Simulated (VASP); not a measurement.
**As: single point with PBE**

Crystal: As.

```
As
1.0
     3.30466    0.00000    0.00000
    -1.65233    2.86192    0.00000
     0.00000    0.00000    5.20941
As
3
Direct
  0.66667 0.33333 0.72496
  0.66667 0.33333 0.27504
  0.00000 0.00000 0.00000
```

```yaml
Program: VASP 6.6.1
Task: single point
Functional: PBE
Potentials_or_basis: VASP PAW PBE potentials, release 64 (As)
Cutoff: 520 eV
k_mesh: 6 × 6 × 4
Occupations: gaussian, width 0.1 eV
Spin: no spin polarisation
```

| Property | Result |
| --- | --- |
| Pressure | 48.6 GPa |
| Largest force | 3.663 eV/Å |

Forces on the atoms (eV/Å):
```
As   0.000  0.000 -3.663
As   0.000  0.000  3.663
As   0.000  0.000  0.000
```

Stress tensor (GPa, compression positive):
```
41.46  0.00  0.00
 0.00 41.46  0.00
 0.00  0.00 62.80
```

Levels at points of the mesh, in eV from the Fermi level:
| k point | band 6 | band 7 | band 8 | band 9 | band 10 | band 11 |
| --- | --- | --- | --- | --- | --- | --- |
| (0.00, 0.00, 0.00) | 0.10 | 1.91 | 1.91 | 2.48 | 2.58 | 2.58 |
| (0.50, 0.00, 0.00) | -4.92 | -3.06 | 0.04 | 0.59 | 3.42 | 3.83 |
| (0.00, 0.00, 0.50) | -1.91 | 0.74 | 0.74 | 1.12 | 2.75 | 2.75 |
| (0.50, 0.00, 0.50) | -2.53 | -2.23 | -1.23 | 0.16 | 1.59 | 2.58 |

Run time: 35 s on 1 thread of Intel Xeon 8259CL, with other jobs on the host, peak memory 0.17 GiB.

Caveat: the k points lie up to 0.37 Å⁻¹ apart; forces of over 1 eV/Å act on the atoms, so gaps and moduli don't describe the material at rest.
